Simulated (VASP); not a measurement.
Here is a VASP 6.6.1 calculation.

Contents of INCAR:

```
SYSTEM = In
PREC = Accurate ; ENCUT = 600
EDIFF = 1E-7 ; ISMEAR = -1
SIGMA = 0.1 ; LREAL = .FALSE.
LASPH = .TRUE. ; NELM = 100
ALGO = Normal ; ISIF = 3
LWAVE = .FALSE. ; LCHARG = .FALSE.
GGA = CA ; IBRION = 2
NSW = 60 ; EDIFFG = -0.005
PSTRESS = 900.0
```

Contents of KPOINTS:

```
Automatic mesh
0
G
  8 8 12
  0 0 0
```

File POSCAR:

```
In
1.0
    4.3754413676      0.0000000000      0.0000000000
   -2.1877206838      3.7892433772      0.0000000000
    0.0000000000      0.0000000000      2.7127736479
In
3
Direct
    0.0000000000      0.0000000000      0.0000000000
    0.3333333333      0.6666666667      0.5000000000
    0.6666666667      0.3333333333      0.5000000000
```

Potentials or basis: VASP PAW LDA potentials, release 64 (In_d).

The run is started by

```console
$ cat potpaw_LDA.64/In_d/POTCAR > POTCAR
$ mpirun -np 1 vasp_std > vasp.out
```

What does it give for the relaxed volume?

15.09 Å³/atom.

What does it give for the relaxed cell?

a = 4.439 Å, b = 4.439 Å, c = 2.652 Å, α = 90.00°, β = 90.00°, γ = 120.00°.

Predict the space group after relaxing (to 0.05 Å).

P6/mmm (No. 191).

Final structure:
```xyz
3
Lattice="4.4394 0.0000 0.0000 -2.2197 3.8447 0.0000 0.0000 0.0000 2.6519" Properties=species:S:1:pos:R:3 pbc="T T T"
In    0.0000    0.0000    0.0000
In    0.0000    2.5631    1.3259
In    2.2197    1.2816    1.3259
```

Caveat: the cell is relaxed towards a set pressure, so the enthalpy falls and the energy may rise.
